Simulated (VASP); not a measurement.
# Pb (P6_3/mmc) in VASP: further runs

Pb is run at these levels: PBEsol; tasks: single point.

Program: VASP 6.6.1. These are calculated values, not measurements. Logs are shortened: lines on timing, memory, paths and dates and some standing lists are left out, and cuts for length are marked.

## 1. The cell of the first run

Symmetry: P6_3/mmc, No. 194, hexagonal system. Conventional cell: a = 3.435 Å, b = 3.435 Å, c = 11.491 Å, α = 90.00°, β = 90.00°, γ = 120.00°. Within 4.5 Å of Pb (site symmetry -3m) lie 12 Pb at 3.43 to 3.49 Å. Within 4.5 Å of Pb (site symmetry -6m2) lie 12 Pb at 3.43 to 3.49 Å.

This isn't the form of Pb at room conditions, which is fcc.

## 2. Single point, PBEsol (biaxial strain in the a-b plane: -1.5 %)

File INCAR:

```
SYSTEM = Pb
ALGO = Fast ; EDIFF = 1E-7
ENCUT = 520 ; GGA = PS
ISIF = 2 ; ISMEAR = 0
LASPH = .TRUE. ; LCHARG = .FALSE.
LREAL = .FALSE. ; LWAVE = .FALSE.
NBANDS = 36 ; NELM = 80
PREC = Accurate ; SIGMA = 0.1
```

File KPOINTS:

```
k-points
0
G
  18 18 6
  0 0 0
```

File POSCAR:

```
Pb
1.0
    3.4346163218      0.0000000000      0.0000000000
   -1.7173081609      2.9744649870      0.0000000000
    0.0000000000      0.0000000000     11.4909581269
Pb
4
Direct
    0.0000000000      0.0000000000      0.0000000000
    0.3333333333      0.6666666667      0.2500000000
    0.0000000000      0.0000000000      0.5000000000
    0.6666666667      0.3333333333      0.7500000000
```

Potentials or basis: VASP PAW PBE potentials, release 64 (Pb_d).

Command:

```sh
cat potpaw_PBE.64/Pb_d/POTCAR > POTCAR
mpirun -np 1 vasp_std > vasp.out
```

OUTCAR:

```text
SYSTEM = Pb
   EDIFF = 1E-7
   ENCUT = 520
   GGA = PS
   ISIF = 2
   ISMEAR = 0
   LASPH = .TRUE.
   LREAL = .FALSE.
   NELM = 80
   PREC = Accurate

 ion  position               nearest neighbor table
   1  0.000  0.000  0.000-   2 3.49   4 3.49   4 3.49   2 3.49   4 3.49   2 3.49
   2  0.333  0.667  0.250-   1 3.49   3 3.49   1 3.49   3 3.49   1 3.49   3 3.49
   3  0.000  0.000  0.500-   2 3.49   4 3.49   4 3.49   2 3.49   4 3.49   2 3.49
   4  0.667  0.333  0.750-   1 3.49   3 3.49   1 3.49   3 3.49   1 3.49   3 3.49

  LATTYP: Found a hexagonal cell.
 ALAT       =     3.4346163218
 C/A-ratio  =     3.3456307926

  Lattice vectors:

 A1 = (   3.4346163218,   0.0000000000,   0.0000000000)
 A2 = (  -1.7173081609,   2.9744649870,   0.0000000000)
 A3 = (   0.0000000000,   0.0000000000,  11.4909581269)

Analysis of symmetry for initial positions (statically):
=====================================================================
 Subroutine PRICEL returns:
 Original cell was already a primitive cell.

 Routine SETGRP: Setting up the symmetry group for a
 hexagonal supercell.

 Subroutine GETGRP returns: Found 24 space group operations
 (whereof 12 operations were pure point group operations)
 out of a pool of 24 trial point group operations.

The static configuration has the point symmetry D_3d.
 The point group associated with its full space group is D_6h.

Analysis of symmetry for dynamics (positions and initial velocities):
=====================================================================
 Subroutine PRICEL returns:
 Original cell was already a primitive cell.

 Routine SETGRP: Setting up the symmetry group for a
 hexagonal supercell.

 Subroutine GETGRP returns: Found 24 space group operations
 (whereof 12 operations were pure point group operations)
 out of a pool of 24 trial point group operations.

The dynamic configuration has the point symmetry D_3d.
 The point group associated with its full space group is D_6h.

 Subroutine INISYM returns: Found 24 space group operations
 (whereof 12 operations are pure point group operations),
 and found     1 'primitive' translations

----------------------------------------------------------------------------------------

                                     Primitive cell

  volume of cell :     117.3933

  direct lattice vectors                    reciprocal lattice vectors
     3.434616322  0.000000000  0.000000000     0.291153336  0.168097457  0.000000000
    -1.717308161  2.974464987  0.000000000     0.000000000  0.336194914  0.000000000
[... 92 lines left out ...]
   NSW    =      0    number of steps for IOM
   IBRION =     -1    ionic relax: 0-MD 1-quasi-New 2-CG
   NFREE  =      0    steps in history (QN), initial steepest desc. (CG)
   ISIF   =      2    stress and relaxation
   ISYM   =      2    0-nonsym 1-usesym 2-fastsym
   POTIM  = 0.5000    time-step for ionic-motion
   TEBEG  =    0.0;   TEEND  =   0.0 temperature during run
   PSTRESS=    0.0 pullay stress
   NELECT =      56.0000    total number of electrons
   NUPDOWN=      -1.0000    fix difference up-down
   EMIN   =  10.00;   EMAX   =-10.00  energy-range for DOS
   EFERMI =   0.00;   METHOD = LEGACY
   ISMEAR =     0;   SIGMA  =   0.10  broadening in eV -4-tet -1-fermi 0-gaus
   EFERMI_NEDOS =   21; number of points for ismear=-14 and -15
   IALGO  =     68    algorithm
   IMIX   =      4    mixing-type and parameters
     AMIX     =   0.40;   BMIX     =  1.00
     AMIX_MAG =   1.60;   BMIX_MAG =  1.00
  volume/ion in A,a.u.               =      29.35       198.05
  Fermi-wavevector in a.u.,A,eV,Ry     =   1.279155  2.417252 22.262352  1.636237
  Thomas-Fermi vector in A             =   2.411656
   LORBIT       =      0    0 simple, 1 ext, 2 COOP (PROOUT), +10 PAW based schemes
   GGA     = PS    functional components
   LHFCALC =     F    Hartree Fock is set to
   AEXX    =    0.0000 exact exchange contribution
   IVDW    =     0    specifies the selected vdW correction
   LEPSILON=     F    determine dielectric tensor
   LRPA    =     F    only Hartree local field effects (RPA)
 non-spin polarized calculation
 RMM-DIIS sequential band-by-band and
 Gauss-broadening in eV      SIGMA  =   0.10
  energy-cutoff  :      520.00
  volume of cell :      117.39
 maximum number of plane-waves:      3201
 NGX is ok and might be reduce to    28
   NGX = 13   NGY = 13   NGZ = 43

 number of electron      56.0000004 magnetization

 Free energy of the ion-electron system (eV)
  ---------------------------------------------------
  ext. energy  EPLUGINS =         0.00000000
  ---------------------------------------------------
  free energy    TOTEN  =       -15.96017048 eV

  energy without entropy =      -15.95139687  energy(sigma->0) =      -15.95578368

 E-fermi :   7.4904     XC(G=0): -10.4998

 val. band max:        7.4902760869   @ k =   0.4444   0.0556   0.1667
 cond. band min:       7.4917462235   @ k =   0.3333   0.2778   0.0000
 fundamental gap:      0.0014701366
 Fermi energy:         7.4903942490

 k-point     1 :       0.0000    0.0000    0.0000
  band No.  band energies     occupation
      1      -9.5915      2.00000
      2      -9.5786      2.00000
      3      -9.5585      2.00000
      4      -9.5572      2.00000
      5      -9.5480      2.00000
      6      -9.5480      2.00000
[... 925 lines left out ...]
     35      11.7136      0.00000
     36      11.7936      0.00000

 [... further k-points ...]

------------------------ aborting loop because EDIFF is reached ----------------------------------------

  FORCE on cell =-STRESS in cart. coord.  units (eV):
  Direction    XX          YY          ZZ          XY          YZ          ZX
  --------------------------------------------------------------------------------------
  -------------------------------------------------------------------------------------
  Total        0.8761949      0.8761949      0.5234138      0.0000000      0.0000000     -0.0000000
  in kB       11.9582590     11.9582590      7.1435224      0.0000000      0.0000000     -0.0000000
  external PRESSURE =      10.3533468 kB  Pullay stress =       0.0000000 kB

 VOLUME and BASIS-vectors are now :
 -----------------------------------------------------------------------------
  energy-cutoff  :      520.00
  volume of cell :      117.39
      direct lattice vectors                 reciprocal lattice vectors
     3.434616322  0.000000000  0.000000000     0.291153336  0.168097457  0.000000000
    -1.717308161  2.974464987  0.000000000     0.000000000  0.336194914  0.000000000
     0.000000000  0.000000000 11.490958127     0.000000000  0.000000000  0.087024945

 POSITION                                       TOTAL-FORCE (eV/Angst)
 -----------------------------------------------------------------------------------
      0.00000      0.00000      0.00000        -0.000000      0.000000     -0.000000
     -0.00000      1.98298      2.87274         0.000000      0.000000      0.000000
      0.00000      0.00000      5.74548        -0.000000      0.000000     -0.000000
      1.71731      0.99149      8.61822        -0.000000     -0.000000      0.000000
 -----------------------------------------------------------------------------------
    total drift:                                0.000000     -0.000000      0.000000

  FREE ENERGIE OF THE ION-ELECTRON SYSTEM (eV)
  ---------------------------------------------------
  free  energy   TOTEN  =       -15.9601704848 eV

  energy  without entropy=      -15.9513968687  energy(sigma->0) =      -15.95578368
```

Run time: 20 min. Hardware: 1 thread of Oxide Virtual Turin-like, shared host; peak memory 0.53 GiB.

Results:

| Property | Result |
| --- | --- |
| Free energy | -15.9602 eV |
| Pressure | 1.0 GPa |
| Band gap on the k mesh | zero (bands 28 and 29 overlap by 8.21 eV) |

Stress tensor (GPa, compression positive):
```
1.20 0.00 0.00
0.00 1.20 0.00
0.00 0.00 0.71
```

Caveat: the cell differs from its parent crystal (biaxial strain in the a-b plane: -1.5 %); the PAW data sets were made with another functional, which shifts forces and pressure a little; spin-orbit coupling is left out, which moves the levels of the heavy elements.

## 3. Single point, PBEsol (biaxial strain in the a-b plane: -1.5 %, then relaxed in part)

File INCAR:

```
PREC = Accurate ; ENCUT = 520
EDIFF = 1E-6 ; ISMEAR = 0
SIGMA = 0.1 ; LREAL = F
LASPH = T ; NELM = 80
ALGO = Fast ; ISIF = 2
LWAVE = F ; LCHARG = F
GGA = PS ; NBANDS = 36
```

File KPOINTS:

```
regular mesh
0
Gamma
  18 18 6
```

POSCAR: that of step 2 with these lines changed.

```diff
@@ -4,3 +4,3 @@
    -1.7173081609      2.9744649870      0.0000000000
-    0.0000000000      0.0000000000     11.4909581269
+    0.0000000000      0.0000000000     11.5884635110
 Pb
```

Potentials or basis: VASP PAW PBE potentials, release 64 (Pb_d).

Command:

```sh
cat potpaw_PBE.64/Pb_d/POTCAR > POTCAR
mpirun -np 1 vasp_std > vasp.out
```

It took 11 min on 1 thread of Oxide Virtual Turin-like, shared host; peak memory 0.53 GiB.

It converged, with:

- Free energy: -15.9627 eV
- Pressure: 0.6 GPa
- Band gap on the k mesh: zero (bands 28 and 29 overlap by 8.22 eV)

Stress tensor (GPa, compression positive):
```
 0.93  0.00  0.00
 0.00  0.93  0.00
 0.00  0.00 -0.05
```

Levels at points of the mesh, in eV from the Fermi level:
| k point | band 24 | band 25 | band 26 | band 27 | band 28 | band 29 | band 30 | band 31 | band 32 | band 33 |
| --- | --- | --- | --- | --- | --- | --- | --- | --- | --- | --- |
| (0.00, 0.00, 0.00) | -8.48 | -4.44 | 0.37 | 0.37 | 6.05 | 6.05 | 6.83 | 6.83 | 6.87 | 6.87 |
| (0.50, 0.00, 0.00) | -6.89 | -4.18 | -3.87 | -2.59 | -2.10 | -0.09 | 0.77 | 2.30 | 3.38 | 3.60 |
| (0.00, 0.00, 0.50) | -9.46 | -2.83 | -2.83 | 4.17 | 4.17 | 6.28 | 6.28 | 6.28 | 6.28 | 7.50 |
| (0.50, 0.00, 0.50) | -7.17 | -3.67 | -3.67 | -2.95 | -2.95 | 1.18 | 1.18 | 2.64 | 2.64 | 2.79 |

Caveat: the cell differs from its parent crystal (biaxial strain in the a-b plane: -1.5 %, then relaxed in part); the PAW data sets were made with another functional, which shifts forces and pressure a little; spin-orbit coupling is left out, which moves the levels of the heavy elements.
